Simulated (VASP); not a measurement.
Write the native input for VASP 6.6.1 that does the following.

```yaml
Task: single point
Functional: PBE
Potentials_or_basis: VASP PAW PBE potentials, release 64 (Ta_pv, Al, C, N)
Cutoff: 520 eV
k_mesh: 12 × 12 × 12
Occupations: gaussian, width 0.1 eV
Spin: no spin polarisation
Dipole_correction: no
Further_INCAR_settings: ALGO = Normal; EDIFF = 1e-06; NBANDS = 28
```

The structure of Ta2AlC2N lies in POSCAR:

```
Ta2AlC2N
1.0
   -2.2459801306      2.2459801306      3.6099172572
    2.2459801306     -2.2459801306      3.6099172572
    2.2459801306      2.2459801306     -3.6099172572
Ta Al C N
2 1 2 1
Direct
    0.7500000000      0.2500000000      0.5000000000
    0.2500000000      0.7500000000      0.5000000000
    0.0000000000      0.0000000000      0.0000000000
    0.3205532395      0.3205532395      0.0000000000
    0.6794467605      0.6794467605      0.0000000000
    0.5000000000      0.5000000000      0.0000000000
```

The cell was generated, and may not be a known phase.

These files were run (other wordings do the same):

INCAR

```
PREC = Accurate ; ENCUT = 520
EDIFF = 1E-6 ; ISMEAR = 0
SIGMA = 0.1 ; LREAL = False
LASPH = True ; NELM = 80
ALGO = Normal ; ISIF = 2
LWAVE = False ; LCHARG = True
GGA = PE ; LELF = True
LVHAR = True ; NBANDS = 28
```

KPOINTS

```
regular mesh
0
Gamma
  12 12 12
```

Potentials or basis: VASP PAW PBE potentials, release 64 (Ta_pv, Al, C, N).

Launch:

```bash
$ cat potpaw_PBE.64/Ta_pv/POTCAR potpaw_PBE.64/Al/POTCAR potpaw_PBE.64/C/POTCAR potpaw_PBE.64/N/POTCAR > POTCAR
$ mpirun -np 1 vasp_std > vasp.out
```

It gave:

```
Pressure               : 0.2 GPa
Largest force          : 0.022 eV/Å
Band gap on the k mesh : zero (bands 19 and 20 overlap by 2.31 eV)
```

Caveat: spin-orbit coupling is left out, which moves the levels of the heavy elements.

Run time: 2.8 min on 1 thread of Intel(R) Xeon(R) Platinum 8488C (Sapphire Rapids) (shared host), peak memory 0.45 GiB.
